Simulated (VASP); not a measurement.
# SiC (P6_3mc) in VASP: notebook

The runs below take SiC through single point, with LDA.

Everything below comes from runs of VASP 6.6.1. Logs are shortened: lines on timing, memory, paths and dates and some standing lists are left out, and cuts for length are marked.

### Step 1. The cell of the first run

Symmetry: P6_3mc, No. 186, hexagonal system. The conventional cell has a = 3.048 Å, b = 3.048 Å, c = 5.001 Å, α = 90.00°, β = 90.00°, γ = 120.00°. Si (site symmetry 3m) has 4 C at 1.87 to 1.88 Å within 2.5 Å. C (site symmetry 3m) has 4 Si at 1.87 to 1.88 Å within 2.5 Å.

### Step 2. Single point, LDA

The input, INCAR:

```
SYSTEM = SiC
  ALGO = Normal
  EDIFF = 1E-7
  ENCUT = 520
  GGA = CA
  ISIF = 2
  ISMEAR = 0
  LASPH = .True.
  LCHARG = .True.
  LELF = .True.
  LREAL = .False.
  LVHAR = .True.
  LWAVE = .False.
  NBANDS = 16
  NELM = 80
  PREC = Accurate
  SIGMA = 0.01
```

The input, KPOINTS:

```
k-points
0
Gamma
  8 8 4
  0 0 0
```

The input, POSCAR:

```
SiC
1.0
    3.0478888324      0.0000000000      0.0000000000
   -1.5239444162      2.6395491568      0.0000000000
    0.0000000000      0.0000000000      5.0014572250
Si C
2 2
Direct
    0.3333333333      0.6666666667      0.0045881740
    0.6666666667      0.3333333333      0.5045881740
    0.3333333333      0.6666666667      0.3804118260
    0.6666666667      0.3333333333      0.8804118260
```

Potentials or basis: VASP PAW LDA potentials, release 64 (Si, C).

On the command line:

```console
> cat potpaw_LDA.64/Si/POTCAR potpaw_LDA.64/C/POTCAR > POTCAR
> mpirun -np 1 vasp_std > vasp.out
```

OUTCAR:

```text
SYSTEM = SiC
   EDIFF = 1E-7
   ENCUT = 520
   GGA = CA
   ISIF = 2
   ISMEAR = 0
   LASPH = .True.
   LREAL = .False.
   NELM = 80
   PREC = Accurate

 ion  position               nearest neighbor table
   1  0.333  0.667  0.005-   4 1.87   4 1.87   4 1.87   3 1.88   2 3.06   2 3.06   2 3.06   2 3.06
                             2 3.06   2 3.06
   2  0.667  0.333  0.505-   3 1.87   3 1.87   3 1.87   4 1.88   1 3.06   1 3.06   1 3.06   1 3.06
                             1 3.06   1 3.06
   3  0.333  0.667  0.380-   2 1.87   2 1.87   2 1.87   1 1.88
   4  0.667  0.333  0.880-   1 1.87   1 1.87   1 1.87   2 1.88

  LATTYP: Found a hexagonal cell.
 ALAT       =     3.0478888324
 C/A-ratio  =     1.6409578892

  Lattice vectors:

 A1 = (   3.0478888324,   0.0000000000,   0.0000000000)
 A2 = (  -1.5239444162,   2.6395491568,   0.0000000000)
 A3 = (   0.0000000000,   0.0000000000,   5.0014572250)

Analysis of symmetry for initial positions (statically):
=====================================================================
 Subroutine PRICEL returns:
 Original cell was already a primitive cell.

 Routine SETGRP: Setting up the symmetry group for a
 hexagonal supercell.

 Subroutine GETGRP returns: Found 12 space group operations
 (whereof  6 operations were pure point group operations)
 out of a pool of 24 trial point group operations.

The static configuration has the point symmetry C_3v.
 The point group associated with its full space group is C_6v.

Analysis of symmetry for dynamics (positions and initial velocities):
=====================================================================
 Subroutine PRICEL returns:
 Original cell was already a primitive cell.

 Routine SETGRP: Setting up the symmetry group for a
 hexagonal supercell.

 Subroutine GETGRP returns: Found 12 space group operations
 (whereof  6 operations were pure point group operations)
 out of a pool of 24 trial point group operations.

The dynamic configuration has the point symmetry C_3v.
 The point group associated with its full space group is C_6v.

 Subroutine INISYM returns: Found 12 space group operations
 (whereof  6 operations are pure point group operations),
 and found     1 'primitive' translations

----------------------------------------------------------------------------------------

                                     Primitive cell

  volume of cell :      40.2370

  direct lattice vectors                    reciprocal lattice vectors
     3.047888832  0.000000000  0.000000000     0.328095956  0.189426288  0.000000000
    -1.523944416  2.639549157  0.000000000     0.000000000  0.378852577  0.000000000
     0.000000000  0.000000000  5.001457225     0.000000000  0.000000000  0.199941728

  length of vectors
     3.047888832  3.047888832  5.001457225     0.378852577  0.378852577  0.199941728

  position of ions in fractional coordinates (direct lattice)
     0.333333333  0.666666667  0.004588174
     0.666666667  0.333333333  0.504588174
     0.333333333  0.666666667  0.380411826
     0.666666667  0.333333333  0.880411826

  ion indices of the primitive-cell ions
   primitive index   ion index
                 1           1
                 2           2
                 3           3
                 4           4

----------------------------------------------------------------------------------------

 KPOINTS: k-points

Automatic generation of k-mesh.
 Grid dimensions read from file:
 generate k-points for:    8    8    4

 Generating k-lattice:

  Cartesian coordinates                     Fractional coordinates (reciprocal lattice)
     0.041011994  0.023678286  0.000000000     0.125000000 -0.000000000  0.000000000
     0.000000000  0.047356572  0.000000000     0.000000000  0.125000000  0.000000000
     0.000000000  0.000000000  0.049985432     0.000000000  0.000000000  0.250000000

  Length of vectors
     0.047356572  0.047356572  0.049985432

  Shift w.r.t. Gamma in fractional coordinates (k-lattice)
     0.000000000  0.000000000  0.000000000

 Subroutine IBZKPT returns following result:
 ===========================================

 Found     30 irreducible k-points:

 Following reciprocal coordinates:
            Coordinates               Weight
  0.000000  0.000000  0.000000      1.000000
  0.125000  0.000000  0.000000      6.000000
  0.250000  0.000000  0.000000      6.000000
  0.375000  0.000000  0.000000      6.000000
  0.500000  0.000000  0.000000      3.000000
  0.125000  0.125000  0.000000      6.000000
[... 16 lines left out ...]
  0.250000  0.000000  0.500000      6.000000
  0.375000  0.000000  0.500000      6.000000
 [... further k-points ...]
   k-points           NKPTS =     30   k-points in BZ     NKDIM =     30   number of bands    NBANDS=     16
   number of dos      NEDOS =    301   number of ions     NIONS =      4
   total plane-waves  NPLWV =  23040
   dimension x,y,z NGX =    24 NGY =   24 NGZ =   40
   dimension x,y,z NGXF=    48 NGYF=   48 NGZF=   80
   ions per type =               2   2
   NGX,Y,Z   is equivalent  to a cutoff of  13.09, 13.09, 13.30 a.u.
   NGXF,Y,Z  is equivalent  to a cutoff of  26.18, 26.18, 26.59 a.u.
 SYSTEM =  SiC
   PREC   = accura    normal or accurate (medium, high low for compatibility)
   ISTART =      0    job   : 0-new  1-cont  2-samecut
   ICHARG =      2    charge: 1-file 2-atom 10-const
   ISPIN  =      1    spin polarized calculation?
   LNONCOLLINEAR =      F non collinear calculations
   LSORBIT =      F    spin-orbit coupling
   LASPH  =      T    aspherical Exc in radial PAW
   ENCUT  =  520.0 eV  38.22 Ry    6.18 a.u.   5.67  5.67  9.30*2*pi/ulx,y,z
   NELM   =     80;   NELMIN=  2; NELMDL= -5     # of ELM steps
   EDIFF  = 0.1E-06   stopping-criterion for ELM
   LREAL  =      F    real-space projection
   EDIFFG = 0.1E-05   stopping-criterion for IOM
   NSW    =      0    number of steps for IOM
   IBRION =     -1    ionic relax: 0-MD 1-quasi-New 2-CG
   NFREE  =      0    steps in history (QN), initial steepest desc. (CG)
   ISIF   =      2    stress and relaxation
   ISYM   =      2    0-nonsym 1-usesym 2-fastsym
   POTIM  = 0.5000    time-step for ionic-motion
   TEBEG  =    0.0;   TEEND  =   0.0 temperature during run
   PSTRESS=    0.0 pullay stress
   NELECT =      16.0000    total number of electrons
   NUPDOWN=      -1.0000    fix difference up-down
   EMIN   =  10.00;   EMAX   =-10.00  energy-range for DOS
   EFERMI =   0.00;   METHOD = LEGACY
   ISMEAR =     0;   SIGMA  =   0.01  broadening in eV -4-tet -1-fermi 0-gaus
   EFERMI_NEDOS =   21; number of points for ismear=-14 and -15
   IALGO  =     38    algorithm
   IMIX   =      4    mixing-type and parameters
     AMIX     =   0.40;   BMIX     =  1.00
     AMIX_MAG =   1.60;   BMIX_MAG =  1.00
  volume/ion in A,a.u.               =      10.06        67.88
  Fermi-wavevector in a.u.,A,eV,Ry     =   1.203852  2.274950 19.718367  1.449259
  Thomas-Fermi vector in A             =   2.339593
   LORBIT       =      0    0 simple, 1 ext, 2 COOP (PROOUT), +10 PAW based schemes
   GGA     = CA    functional components
   LHFCALC =     F    Hartree Fock is set to
   AEXX    =    0.0000 exact exchange contribution
   IVDW    =     0    specifies the selected vdW correction
   LEPSILON=     F    determine dielectric tensor
   LRPA    =     F    only Hartree local field effects (RPA)
 non-spin polarized calculation
 Gauss-broadening in eV      SIGMA  =   0.01
  energy-cutoff  :      520.00
  volume of cell :       40.24
 maximum number of plane-waves:      1105
 NGX is ok and might be reduce to    24
   NGX = 11   NGY = 11   NGZ = 19

 number of electron      15.9999998 magnetization

 Free energy of the ion-electron system (eV)
  ---------------------------------------------------
  ext. energy  EPLUGINS =         0.00000000
  ---------------------------------------------------
  free energy    TOTEN  =       -33.27210041 eV

  energy without entropy =      -33.27210041  energy(sigma->0) =      -33.27210041

 E-fermi :   8.6434     XC(G=0): -11.6688

 val. band max:        8.5331284386   @ k =   0.0000   0.0000   0.0000
 cond. band min:      10.8994225021   @ k =   0.3750   0.2500   0.0000
 fundamental gap:      2.3662940635
 Fermi energy:         8.6434353539

 k-point     1 :       0.0000    0.0000    0.0000
  band No.  band energies     occupation
      1      -7.1677      2.00000
      2      -3.4449      2.00000
      3      -0.3434      2.00000
      4       7.2036      2.00000
      5       7.2036      2.00000
      6       8.4192      2.00000
[... 8 lines left out ...]
     15      17.5732      0.00000
     16      19.9204      0.00000

 k-point     2 :       0.1250    0.0000    0.0000
  band No.  band energies     occupation
      1      -6.8903      2.00000
      2      -3.2081      2.00000
      3      -0.0864      2.00000
      4       5.8103      2.00000
      5       6.7577      2.00000
      6       7.5896      2.00000
[... 8 lines left out ...]
     15      18.1821      0.00000
     16      18.4195      0.00000

 k-point     3 :       0.2500    0.0000    0.0000
  band No.  band energies     occupation
      1      -6.0749      2.00000
      2      -2.5512      2.00000
      3       0.6263      2.00000
      4       3.3320      2.00000
      5       5.5970      2.00000
      6       5.9654      2.00000
[... 8 lines left out ...]
     15      18.6868      0.00000
     16      19.3911      0.00000

 k-point     4 :       0.3750    0.0000    0.0000
  band No.  band energies     occupation
      1      -4.8034      2.00000
      2      -1.8656      2.00000
      3       0.8214      2.00000
      4       2.1993      2.00000
      5       3.5056      2.00000
      6       5.3659      2.00000
[... 8 lines left out ...]
     15      19.8744      0.00000
     16      20.7255      0.00000

 k-point     5 :       0.5000    0.0000    0.0000
  band No.  band energies     occupation
      1      -3.7131      2.00000
      2      -2.2329      2.00000
      3       0.7225      2.00000
      4       2.1936      2.00000
      5       2.9912      2.00000
      6       5.1387      2.00000
[... 8 lines left out ...]
     15      18.9832      0.00000
     16      21.0841      0.00000

 k-point     6 :       0.1250    0.1250    0.0000
  band No.  band energies     occupation
      1      -6.3433      2.00000
      2      -2.7582      2.00000
      3       0.4046      2.00000
      4       4.2810      2.00000
      5       5.4244      2.00000
      6       6.6692      2.00000
[... 8 lines left out ...]
     15      18.4577      0.00000
     16      18.8687      0.00000
[... 267 lines left out ...]
 k-point    21 :       0.0000    0.0000    0.5000
  band No.  band energies     occupation
      1      -5.9404      2.00000
      2      -5.9404      2.00000
      3       4.0625      2.00000
      4       4.0625      2.00000
      5       7.8152      2.00000
      6       7.8152      2.00000
[... 8 lines left out ...]
     15      17.7875      0.00000
     16      17.7875      0.00000

 k-point    22 :       0.1250    0.0000    0.5000
  band No.  band energies     occupation
      1      -5.6707      2.00000
      2      -5.6707      2.00000
      3       4.1426      2.00000
      4       4.1426      2.00000
      5       6.7182      2.00000
      6       6.7182      2.00000
[... 8 lines left out ...]
     15      18.2507      0.00000
     16      18.2507      0.00000

 k-point    23 :       0.2500    0.0000    0.5000
  band No.  band energies     occupation
      1      -4.8829      2.00000
      2      -4.8829      2.00000
      3       3.4808      2.00000
      4       3.4808      2.00000
      5       5.5182      2.00000
      6       5.5182      2.00000
[... 8 lines left out ...]
     15      19.0375      0.00000
     16      19.0375      0.00000

 k-point    24 :       0.3750    0.0000    0.5000
  band No.  band energies     occupation
      1      -3.6907      2.00000
      2      -3.6907      2.00000
      3       1.3984      2.00000
      4       1.3984      2.00000
      5       5.8822      2.00000
      6       5.8822      2.00000
[... 8 lines left out ...]
     15      20.2364      0.00000
     16      20.2364      0.00000

 [... further k-points ...]
[... 5 lines left out ...]
  --------------------------------------------------------------------------------------
  -------------------------------------------------------------------------------------
  Total        0.6022949      0.6022949      0.6016780      0.0000000      0.0000000      0.0000000
  in kB       23.9824933     23.9824933     23.9579299      0.0000000      0.0000000      0.0000000
  external PRESSURE =      23.9743055 kB  Pullay stress =       0.0000000 kB

 VOLUME and BASIS-vectors are now :
 -----------------------------------------------------------------------------
  energy-cutoff  :      520.00
  volume of cell :       40.24
      direct lattice vectors                 reciprocal lattice vectors
     3.047888832  0.000000000  0.000000000     0.328095956  0.189426288  0.000000000
    -1.523944416  2.639549157  0.000000000     0.000000000  0.378852577  0.000000000
     0.000000000  0.000000000  5.001457225     0.000000000  0.000000000  0.199941728

 POSITION                                       TOTAL-FORCE (eV/Angst)
 -----------------------------------------------------------------------------------
     -0.00000      1.75970      0.02295        -0.000000      0.000000     -0.000104
      1.52394      0.87985      2.52368         0.000000      0.000000     -0.000104
     -0.00000      1.75970      1.90261        -0.000000      0.000000      0.000104
      1.52394      0.87985      4.40334         0.000000     -0.000000      0.000104
 -----------------------------------------------------------------------------------
    total drift:                               -0.000000      0.000000     -0.000121

  FREE ENERGIE OF THE ION-ELECTRON SYSTEM (eV)
  ---------------------------------------------------
  free  energy   TOTEN  =       -33.2721004085 eV

  energy  without entropy=      -33.2721004085  energy(sigma->0) =      -33.27210041
```

Wall time 28 s (1 thread of Intel Xeon 8259CL, shared host); peak memory 0.11 GiB.

What came out:

* Free energy: -33.2721 eV
* Pressure: 2.4 GPa
* Band gap on the k mesh: 2.37 eV, indirect (least direct gap 3.93 eV)

Levels at points of the mesh, in eV from the valence-band top:
| k point | band 5 | band 6 | band 7 | band 8 | band 9 | band 10 | band 11 | band 12 |
| --- | --- | --- | --- | --- | --- | --- | --- | --- |
| (0.00, 0.00, 0.00) | -1.33 | -0.11 | 0.00 | 0.00 | 5.00 | 6.51 | 6.72 | 6.72 |
| (0.50, 0.00, 0.00) | -5.54 | -3.39 | -3.38 | -1.20 | 2.72 | 4.17 | 7.02 | 7.14 |
| (0.00, 0.00, 0.50) | -0.72 | -0.72 | -0.72 | -0.72 | 6.07 | 6.07 | 7.39 | 7.39 |
| (0.50, 0.00, 0.50) | -2.49 | -2.49 | -2.36 | -2.36 | 3.27 | 3.27 | 5.27 | 5.27 |

[end of part 1 of 2]
